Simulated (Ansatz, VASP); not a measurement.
## One calculation of Sr4O3, two programs

INCAR

```
SYSTEM = Sr4O3
  PREC = Accurate
  ENCUT = 520
  EDIFF = 1E-6
  ISMEAR = 0
  SIGMA = 0.1
  LREAL = .FALSE.
  LASPH = .TRUE.
  NELM = 150
  ALGO = Normal
  ISIF = 2
  LWAVE = .FALSE.
  LCHARG = .FALSE.
  ISPIN = 2
  MAGMOM = 0 0 0 0 1 1 1
  LORBIT = 11
  GGA = PE
  NBANDS = 42
```

Contents of KPOINTS:

```
Automatic mesh
0
G
  3 3 2
  0 0 0
```

POSCAR

```
Sr4O3
1.0
    6.4792272252      0.0000000000      0.0000000000
   -3.2396136126      5.6111753739      0.0000000000
    0.0000000000      0.0000000000      7.5006572953
Sr O
4 3
Direct
    0.3333333333      0.6666666667      0.8013404809
    0.6666666667      0.3333333333      0.8013404809
    0.6666666667      0.3333333333      0.1986595191
    0.3333333333      0.6666666667      0.1986595191
    0.5000000000      0.0000000000      0.0000000000
    0.0000000000      0.5000000000      0.0000000000
    0.5000000000      0.5000000000      0.0000000000
```

Input for Ansatz:

```yaml
crystal:
  lattice:
    - [6.4792272252, 0.0, 0.0]
    - [-3.2396136126, 5.6111753739, 0.0]
    - [0.0, 0.0, 7.5006572953]
  atoms:
    - { symbol: Sr, position: [0.3333333333, 0.6666666667, 0.8013404809] }
    - { symbol: Sr, position: [0.6666666667, 0.3333333333, 0.8013404809] }
    - { symbol: Sr, position: [0.6666666667, 0.3333333333, 0.1986595191] }
    - { symbol: Sr, position: [0.3333333333, 0.6666666667, 0.1986595191] }
    - { symbol: O, position: [0.5, 0.0, 0.0], spin: 1.0 }
    - { symbol: O, position: [0.0, 0.5, 0.0], spin: 1.0 }
    - { symbol: O, position: [0.5, 0.5, 0.0], spin: 1.0 }
basis:
  ecutwfc: 420
kpoints:
  mp_grid: { grid: [3, 3, 2] }
hamiltonian:
  xc: pbe
scf:
  occupations: { method: gaussian, width: 0.1 }
  lower_state_search: "off"
output:
  forces: true
  stress: true
  eigenvalues: true
  populations: true
magnetization:
  spin_polarized: true
```

Alike in both runs: task single point; functional PBE; k mesh 3 × 3 × 2; occupations gaussian, width 0.1 eV; collinear spin.

```csv
,VASP,Ansatz
version,VASP 6.6.1,Ansatz 0.2.0
potentials or method,"VASP PAW PBE potentials, release 64 (Sr_sv, O), cutoff 520 eV","scalar-relativistic, plane waves, PAW"
valence electrons in the cell,58,58
```

```tsv
	VASP	Ansatz	Ansatz less VASP
pressure (GPa)	0.6	0.3	-0.30
traceless stress, the component that is largest in VASP (GPa)	-0.14	-0.25	-0.106
rms of the force components (eV/Å)	0.055	0.001	-0.0538
net moment per atom (μB)	0.06	0.06	0.000
```

Atom by atom the forces differ by 0.056 eV/Å (rms over components). With one functional, cell and mesh, what is left measures potentials, basis and numerics.
